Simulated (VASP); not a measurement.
Ti:

```
Ti
1.0
     2.95000    0.00000    0.00000
    -1.47500    2.55477    0.00000
     0.00000    0.00000    4.68460
Ti
2
Direct
  0.33333 0.66667 0.75000
  0.66667 0.33333 0.25000
```

```yaml
Program: VASP 6.6.1
Task: relaxation of cell and atoms
Functional: PBEsol
Potentials_or_basis: VASP PAW PBE potentials, release 64 (Ti_sv)
Cutoff: 600 eV
k_mesh: 16 × 16 × 10
Occupations: gaussian, width 0.05 eV
Spin: no spin polarisation
```

At the start: pressure -6.1 GPa; volume 17.65 Å³/atom.

How do energy, volume and symmetry change on relaxing?

Over 10 steps the energy falls by 19.5 meV/atom and the volume is 16.67 Å³/atom (-5.5 %); space group P6_3/mmc (No. 194, to 0.1 Å) before and after.

The path:
```tsv
step	energy change (eV)	largest force (eV/Å)	pressure (GPa)	volume (Å³)
1	0.0000	0.0000	-6.09	35.31
2	-0.0173	0.0000	5.28	31.98
3	-0.0391	0.0000	-0.03	33.35
4	-0.0390	0.0000	0.11	33.31
5	-0.0391	0.0000	-0.06	33.36
6	-0.0391	0.0000	-0.07	33.36
7	-0.0391	0.0000	-0.04	33.36
8	-0.0391	0.0000	-0.03	33.36
9	-0.0391	0.0000	-0.05	33.36
10	-0.0391	0.0000	-0.01	33.35
```

Final structure:
```
CELL_PARAMETERS angstrom
2.89827 0.00000 0.00000
-1.44914 2.50998 0.00000
0.00000 0.00000 4.58440
ATOMIC_POSITIONS crystal
Ti 0.33333 0.66667 0.75000
Ti 0.66667 0.33333 0.25000
```

Caveat: the PAW data sets were made with another functional, which shifts forces and pressure a little.
